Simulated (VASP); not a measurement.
# CdSe (Fm-3m) in VASP: a series of runs

CdSe is run at these levels: r2SCAN50, HF, PBE0; tasks: single point.

Program: VASP 6.6.1. These are calculated values, not measurements. Logs are shortened: lines on timing, memory, paths and dates and some standing lists are left out, and cuts for length are marked.

## Step 1: The cell of the first run

The structure is cubic, space group Fm-3m (No. 225). Conventional cell: a = 5.748 Å, b = 5.748 Å, c = 5.748 Å, α = 90.00°, β = 90.00°, γ = 90.00°. Within 3.8 Å of Cd (site symmetry m-3m) lie 6 Se at 2.87 Å. Within 3.8 Å of Se (site symmetry m-3m) lie 6 Cd at 2.87 Å.

## Step 2: Single point, r2SCAN50

POSCAR

```
CdSe
1.0
    0.0000000000      2.8739580000      2.8739580000
    2.8739580000      0.0000000000      2.8739580000
    2.8739580000      2.8739580000      0.0000000000
Cd Se
1 1
Direct
    0.0000000000      0.0000000000      0.0000000000
    0.5000000000      0.5000000000      0.5000000000
```

INCAR.step1

```
PREC = Accurate ; ENCUT = 520
EDIFF = 1E-5 ; ISMEAR = -1
SIGMA = 0.05 ; LREAL = F
LASPH = T ; NELM = 60
ALGO = Normal ; ISIF = 2
LWAVE = T ; LCHARG = F
GGA = PE ; NBANDS = 16
```

INCAR.step2

```
PREC = Accurate ; ENCUT = 520
EDIFF = 1E-6 ; ISMEAR = -1
SIGMA = 0.05 ; LREAL = F
LASPH = T ; NELM = 60
ALGO = Normal ; ISIF = 2
LWAVE = F ; LCHARG = F
METAGGA = R2SCAN ; LHFCALC = T
AEXX = 0.5 ; LMIXTAU = T
PRECFOCK = Normal ; ISTART = 1
NBANDS = 16
```

KPOINTS

```
Automatic mesh
0
Gamma
  4 4 4
```

Potentials or basis: VASP PAW PBE potentials, release 64 (Cd, Se).

On the command line:

```console
$ cat potpaw_PBE.64/Cd/POTCAR potpaw_PBE.64/Se/POTCAR > POTCAR
$ cp INCAR.step1 INCAR
$ mpirun -np 1 vasp_std > vasp.out
$ cp INCAR.step2 INCAR
$ mpirun -np 1 vasp_std > vasp.out
```

OUTCAR:

```text
PREC = Accurate
   ENCUT = 520
   EDIFF = 1E-6
   ISMEAR = -1
   LREAL = F
   LASPH = T
   NELM = 60
   ISIF = 2
   METAGGA = R2SCAN
   LHFCALC = T
   AEXX = 0.5
   PRECFOCK = Normal
   ISTART = 1

 ion  position               nearest neighbor table
   1  0.000  0.000  0.000-   2 2.87   2 2.87   2 2.87   2 2.87   2 2.87   2 2.87
   2  0.500  0.500  0.500-   1 2.87   1 2.87   1 2.87   1 2.87   1 2.87   1 2.87

  LATTYP: Found a face centered cubic cell.
 ALAT       =     5.7479160000

  Lattice vectors:

 A1 = (   0.0000000000,   2.8739580000,   2.8739580000)
 A2 = (   2.8739580000,   0.0000000000,   2.8739580000)
 A3 = (   2.8739580000,   2.8739580000,   0.0000000000)

Analysis of symmetry for initial positions (statically):
=====================================================================
 Subroutine PRICEL returns:
 Original cell was already a primitive cell.

 Routine SETGRP: Setting up the symmetry group for a
 face centered cubic supercell.

 Subroutine GETGRP returns: Found 48 space group operations
 (whereof 48 operations were pure point group operations)
 out of a pool of 48 trial point group operations.

The static configuration has the point symmetry O_h .

Analysis of symmetry for dynamics (positions and initial velocities):
=====================================================================
 Subroutine PRICEL returns:
 Original cell was already a primitive cell.

 Routine SETGRP: Setting up the symmetry group for a
 face centered cubic supercell.

 Subroutine GETGRP returns: Found 48 space group operations
 (whereof 48 operations were pure point group operations)
 out of a pool of 48 trial point group operations.

The dynamic configuration has the point symmetry O_h .

 Subroutine INISYM returns: Found 48 space group operations
 (whereof 48 operations are pure point group operations),
 and found     1 'primitive' translations

----------------------------------------------------------------------------------------

                                     Primitive cell

  volume of cell :      47.4757

  direct lattice vectors                    reciprocal lattice vectors
     0.000000000  2.873958000  2.873958000    -0.173976098  0.173976098  0.173976098
     2.873958000  0.000000000  2.873958000     0.173976098 -0.173976098  0.173976098
[... 73 lines left out ...]
   NFREE  =      0    steps in history (QN), initial steepest desc. (CG)
   ISIF   =      2    stress and relaxation
   ISYM   =      3    0-nonsym 1-usesym 2-fastsym
   POTIM  = 0.5000    time-step for ionic-motion
   TEBEG  =    0.0;   TEEND  =   0.0 temperature during run
   PSTRESS=    0.0 pullay stress
   NELECT =      18.0000    total number of electrons
   NUPDOWN=      -1.0000    fix difference up-down
   EMIN   =  10.00;   EMAX   =-10.00  energy-range for DOS
   EFERMI =   0.00;   METHOD = LEGACY
   ISMEAR =    -1;   SIGMA  =   0.05  broadening in eV -4-tet -1-fermi 0-gaus
   EFERMI_NEDOS =   21; number of points for ismear=-14 and -15
   IALGO  =     38    algorithm
   IMIX   =      1    mixing-type and parameters
     AMIX     =   0.40;   BMIX     =  1.00
     AMIX_MAG =   1.60;   BMIX_MAG =  1.00
  volume/ion in A,a.u.               =      23.74       160.19
  Fermi-wavevector in a.u.,A,eV,Ry     =   1.184882  2.239103 19.101849  1.403946
  Thomas-Fermi vector in A             =   2.321088
   LORBIT       =      0    0 simple, 1 ext, 2 COOP (PROOUT), +10 PAW based schemes
   METAGGA = R2SCAN    functional components
   LHFCALC =     T    Hartree Fock is set to
   PRECFOCK=normal    Normal, Fast or Accurate (Low or Medium for compatibility)
   ENCUT4O =  -1.0   cutoff for four orbital integrals eV
   NKREDX  =     1    reduce k-point grid by
   NKREDY  =     1    reduce k-point grid by
   NKREDZ  =     1    reduce k-point grid by
   AEXX    =    0.5000 exact exchange contribution
   HFSCREEN=    0.0000 screening length (either q_TF or 0.3 A-1)
   HFSCREENC=   0.0000 screening length for correlation (either q_TF or 0.3 A-1)
   ENCUTFOCK=  -1.0 apply spherical cutoff to Coloumb kernel
   IVDW    =     0    specifies the selected vdW correction
   LEPSILON=     F    determine dielectric tensor
   LRPA    =     F    only Hartree local field effects (RPA)
 non-spin polarized calculation
  energy-cutoff  :      520.00
  volume of cell :       47.48
 maximum number of plane-waves:      1298
  NGX = 24; NGY = 24; NGZ = 24

 number of electron      18.0000008 magnetization

 Free energy of the ion-electron system (eV)
  ---------------------------------------------------
  ext. energy  EPLUGINS =         0.00000000
  ---------------------------------------------------
  free energy    TOTEN  =       -24.72664650 eV

  energy without entropy =      -24.72664650  energy(sigma->0) =      -24.72664650

 E-fermi :   1.3824     XC(G=0):  -5.8972

 val. band max:        0.2319644625   @ k =   0.5000   0.0000   0.0000
 cond. band min:       3.1804584961   @ k =   0.5000   0.5000   0.0000
 fundamental gap:      2.9484940337
 Fermi energy:         1.3823898558

 k-point     1 :       0.0000    0.0000    0.0000
  band No.  band energies     occupation
      1     -15.0797      2.00000
      2     -10.5086      2.00000
      3     -10.5086      2.00000
      4     -10.4496      2.00000
      5     -10.4496      2.00000
      6     -10.4496      2.00000
[... 129 lines left out ...]
      3     -10.4333      2.00000
      4     -10.4333      2.00000
      5     -10.2794      2.00000
      6      -9.7667      2.00000
[... 8 lines left out ...]
     15      16.8219      0.00000
     16      19.6255      0.00000

------------------------ aborting loop because EDIFF is reached ----------------------------------------

  FORCE on cell =-STRESS in cart. coord.  units (eV):
  Direction    XX          YY          ZZ          XY          YZ          ZX
  --------------------------------------------------------------------------------------
  -------------------------------------------------------------------------------------
  Total       -1.0582179     -1.0582179     -1.0582179     -0.0000000      0.0000000      0.0000000
  in kB      -35.7120217    -35.7120217    -35.7120217     -0.0000000      0.0000000      0.0000000
  external PRESSURE =     -35.7120217 kB  Pullay stress =       0.0000000 kB

 VOLUME and BASIS-vectors are now :
 -----------------------------------------------------------------------------
  energy-cutoff  :      520.00
  volume of cell :       47.48
      direct lattice vectors                 reciprocal lattice vectors
     0.000000000  2.873958000  2.873958000    -0.173976098  0.173976098  0.173976098
     2.873958000  0.000000000  2.873958000     0.173976098 -0.173976098  0.173976098
     2.873958000  2.873958000  0.000000000     0.173976098  0.173976098 -0.173976098

 POSITION                                       TOTAL-FORCE (eV/Angst)
 -----------------------------------------------------------------------------------
      0.00000      0.00000      0.00000        -0.000000     -0.000000     -0.000000
      2.87396      2.87396      2.87396         0.000000      0.000000      0.000000
 -----------------------------------------------------------------------------------
    total drift:                               -0.000000     -0.000000     -0.000000

  FREE ENERGIE OF THE ION-ELECTRON SYSTEM (eV)
  ---------------------------------------------------
  free  energy   TOTEN  =       -24.7266465015 eV

  energy  without entropy=      -24.7266465015  energy(sigma->0) =      -24.72664650
```

OUTCAR.step1:

```text
PREC = Accurate
   ENCUT = 520
   EDIFF = 1E-5
   ISMEAR = -1
   LREAL = F
[... 354 lines left out ...]
      0.00000      0.00000      0.00000        -0.000000      0.000000     -0.000000
      2.87396      2.87396      2.87396         0.000000      0.000000      0.000000
 -----------------------------------------------------------------------------------
    total drift:                               -0.000000      0.000000      0.000000

  FREE ENERGIE OF THE ION-ELECTRON SYSTEM (eV)
  ---------------------------------------------------
  free  energy   TOTEN  =        -5.1323535560 eV

  energy  without entropy=       -5.1209691073  energy(sigma->0) =       -5.12666133
```

Run time: 16 min. Hardware: 1 thread of Intel Xeon Platinum 8375C at 2.90GHz (Ice Lake), shared host; peak memory 0.18 GiB.

What came out:

- Free energy: -24.7266 eV
- Pressure: -3.6 GPa
- Band gap on the k mesh: 2.95 eV (least direct gap 4.19 eV)

Levels at points of the mesh, in eV from the valence-band top:
```tsv
k point	band 6	band 7	band 8	band 9	band 10	band 11	band 12	band 13
(0.00, 0.00, 0.00)	-10.68	-0.53	-0.53	-0.53	3.66	12.37	12.37	12.37
(0.50, 0.00, 0.00)	-10.56	-5.66	0.00	0.00	6.43	8.99	8.99	10.51
(0.50, 0.50, 0.00)	-9.81	-4.71	-2.25	-2.25	2.95	8.73	14.17	14.99
```

Caveat: the k points lie up to 0.47 Å⁻¹ apart; the PAW data sets were made with another functional, which shifts forces and pressure a little. A k mesh can miss the band edges.

## Step 3: Single point, HF

POSCAR is that of step 2.

INCAR.step1

```
SYSTEM = CdSe
PREC = Accurate
ENCUT = 520
EDIFF = 1E-5
ISMEAR = -1
SIGMA = 0.05
LREAL = .False.
LASPH = .True.
NELM = 60
ALGO = Normal
ISIF = 2
LWAVE = .True.
GGA = PE
NBANDS = 16
```

INCAR.step2

```
SYSTEM = CdSe
PREC = Accurate
ENCUT = 520
EDIFF = 1E-6
ISMEAR = -1
SIGMA = 0.05
LREAL = .False.
LASPH = .True.
NELM = 60
ALGO = Normal
ISIF = 2
LWAVE = .False.
LCHARG = .True.
GGA = PE
LHFCALC = .True.
AEXX = 1.0
ALDAC = 0.0
AGGAC = 0.0
PRECFOCK = Normal
LELF = .True.
LVHAR = .True.
ISTART = 1
NBANDS = 16
```

KPOINTS

```
Automatic mesh
0
Gamma
  4 4 4
  0 0 0
```

Potentials or basis: VASP PAW PBE potentials, release 64 (Cd, Se).

On the command line:

```console
$ cat potpaw_PBE.64/Cd/POTCAR potpaw_PBE.64/Se/POTCAR > POTCAR
$ cp INCAR.step1 INCAR
$ mpirun -np 1 vasp_std > vasp.out
$ cp INCAR.step2 INCAR
$ mpirun -np 1 vasp_std > vasp.out
```

It took 21 min on 1 thread of Intel Xeon Platinum 8375C at 2.90GHz (Ice Lake), shared host; peak memory 0.18 GiB.

Results (log left out):

```
Free energy            : -11.2822 eV
Pressure               : 3.4 GPa
Band gap on the k mesh : 6.65 eV (least direct gap 8.16 eV)
```

Levels at points of the mesh, in eV from the valence-band top:
```csv
k point,band 7,band 8,band 9,band 10,band 11,band 12
"(0.00, 0.00, 0.00)",-0.52,-0.52,-0.52,7.64,16.18,16.18
"(0.50, 0.00, 0.00)",-6.12,0.00,0.00,10.13,12.78,12.78
"(0.50, 0.50, 0.00)",-5.14,-2.42,-2.42,6.65,12.31,18.53
```

Caveat: the k points lie up to 0.47 Å⁻¹ apart; the PAW data sets were made with another functional, which shifts forces and pressure a little. A k mesh can miss the band edges.

## Step 4: Single point, PBE0

This run uses another cell than the first one, of 22.31 Å³/atom.

POSCAR

```
CdSe
1.0
    0.0000000000      2.8152893338      2.8152893338
    2.8152893338      0.0000000000      2.8152893338
    2.8152893338      2.8152893338      0.0000000000
Cd Se
1 1
Direct
    0.0000000000      0.0000000000      0.0000000000
    0.5000000000      0.5000000000      0.5000000000
```

INCAR.step1

```
PREC = Accurate
ENCUT = 520
EDIFF = 1E-5
ISMEAR = -1
SIGMA = 0.05
LREAL = False
LASPH = True
NELM = 60
ALGO = Normal
ISIF = 2
LWAVE = True
LCHARG = False
GGA = PE
NBANDS = 16
```

INCAR.step2

```
PREC = Accurate
ENCUT = 520
EDIFF = 1E-6
ISMEAR = -1
SIGMA = 0.05
LREAL = False
LASPH = True
NELM = 60
ALGO = Normal
ISIF = 2
LWAVE = False
LCHARG = False
GGA = PE
LHFCALC = True
AEXX = 0.25
PRECFOCK = Normal
ISTART = 1
NBANDS = 16
```

KPOINTS

```
Automatic mesh
0
Gamma
  4 4 4
```

Potentials or basis: VASP PAW PBE potentials, release 64 (Cd, Se).

On the command line:

```console
$ cat potpaw_PBE.64/Cd/POTCAR potpaw_PBE.64/Se/POTCAR > POTCAR
$ cp INCAR.step1 INCAR
$ mpirun -np 1 vasp_std > vasp.out
$ cp INCAR.step2 INCAR
$ mpirun -np 1 vasp_std > vasp.out
```

OUTCAR:

```text
PREC = Accurate
   ENCUT = 520
   EDIFF = 1E-6
   ISMEAR = -1
   LREAL = False
   LASPH = True
   NELM = 60
   ISIF = 2
   GGA = PE
   LHFCALC = True
   AEXX = 0.25
   PRECFOCK = Normal
   ISTART = 1

 ion  position               nearest neighbor table
   1  0.000  0.000  0.000-   2 2.82   2 2.82   2 2.82   2 2.82   2 2.82   2 2.82
   2  0.500  0.500  0.500-   1 2.82   1 2.82   1 2.82   1 2.82   1 2.82   1 2.82

[... 331 lines left out ...]
     16      19.1702      0.00000

------------------------ aborting loop because EDIFF is reached ----------------------------------------

  FORCE on cell =-STRESS in cart. coord.  units (eV):
  Direction    XX          YY          ZZ          XY          YZ          ZX
  --------------------------------------------------------------------------------------
  -------------------------------------------------------------------------------------
  Total        0.7620110      0.7620110      0.7620110     -0.0000000     -0.0000000      0.0000000
  in kB       27.3572662     27.3572662     27.3572662     -0.0000000     -0.0000000      0.0000000
  external PRESSURE =      27.3572662 kB  Pullay stress =       0.0000000 kB

 VOLUME and BASIS-vectors are now :
 -----------------------------------------------------------------------------
  energy-cutoff  :      520.00
  volume of cell :       44.63
      direct lattice vectors                 reciprocal lattice vectors
     0.000000000  2.815289334  2.815289334    -0.177601639  0.177601639  0.177601639
     2.815289334  0.000000000  2.815289334     0.177601639 -0.177601639  0.177601639
     2.815289334  2.815289334  0.000000000     0.177601639  0.177601639 -0.177601639

 POSITION                                       TOTAL-FORCE (eV/Angst)
 -----------------------------------------------------------------------------------
      0.00000      0.00000      0.00000        -0.000000     -0.000000     -0.000000
      2.81529      2.81529      2.81529         0.000000      0.000000      0.000000
 -----------------------------------------------------------------------------------
    total drift:                               -0.000000     -0.000000      0.000000

  FREE ENERGIE OF THE ION-ELECTRON SYSTEM (eV)
  ---------------------------------------------------
  free  energy   TOTEN  =        -7.0192699808 eV

  energy  without entropy=       -7.0192670180  energy(sigma->0) =       -7.01926850
```

OUTCAR.step1:

```text
PREC = Accurate
   ENCUT = 520
   EDIFF = 1E-5
   ISMEAR = -1
   LREAL = False
[... 355 lines left out ...]
      0.00000      0.00000      0.00000         0.000000      0.000000     -0.000000
      2.81529      2.81529      2.81529        -0.000000     -0.000000      0.000000
 -----------------------------------------------------------------------------------
    total drift:                               -0.000000      0.000000      0.000000

  FREE ENERGIE OF THE ION-ELECTRON SYSTEM (eV)
  ---------------------------------------------------
  free  energy   TOTEN  =        -5.0891110415 eV

  energy  without entropy=       -5.0791440527  energy(sigma->0) =       -5.08412755
```

OSZICAR.step1:

```text
N       E                     dE             d eps       ncg     rms          rms(c)
DAV:   1     0.993179892038E+02    0.99318E+02   -0.91316E+03   264   0.104E+03
DAV:   2    -0.215288960114E+01   -0.10147E+03   -0.96571E+02   304   0.249E+02
DAV:   3    -0.549378491324E+01   -0.33409E+01   -0.33340E+01   320   0.459E+01
DAV:   4    -0.550390594666E+01   -0.10121E-01   -0.10121E-01   312   0.246E+00
DAV:   5    -0.550395248729E+01   -0.46541E-04   -0.46540E-04   320   0.148E-01    0.618E+00
DAV:   6    -0.510456876876E+01    0.39938E+00   -0.58640E-01   312   0.950E+00    0.490E+00
DAV:   7    -0.508922611251E+01    0.15343E-01   -0.10409E-01   264   0.230E+00    0.235E+00
DAV:   8    -0.508909989255E+01    0.12622E-03   -0.10330E-02   272   0.111E+00    0.171E-01
DAV:   9    -0.508906572410E+01    0.34168E-04   -0.76958E-04   320   0.289E-01    0.696E-02
DAV:  10    -0.508909807515E+01   -0.32351E-04   -0.48707E-05   288   0.815E-02    0.303E-02
DAV:  11    -0.508911061839E+01   -0.12543E-04   -0.13697E-05   272   0.367E-02    0.652E-03
DAV:  12    -0.508911104154E+01   -0.42314E-06   -0.62726E-07   128   0.857E-03
   1 F= -.50891110E+01 E0= -.50841275E+01  d E =-.996699E-02
```

Wall time 7 min (1 thread of Intel Xeon Platinum 8259CL at 2.50GHz (Skylake/Cascade Lake), shared host); peak memory 0.19 GiB.

Results:

| Quantity | Value |
| --- | --- |
| Free energy | -7.0193 eV |
| Pressure | 2.7 GPa |
| Band gap on the k mesh | 1.11 eV (least direct gap 2.70 eV) |

Caveat: the k points lie up to 0.48 Å⁻¹ apart; the PAW data sets were made with another functional, which shifts forces and pressure a little. A k mesh can miss the band edges.

[end of part 1 of 2]
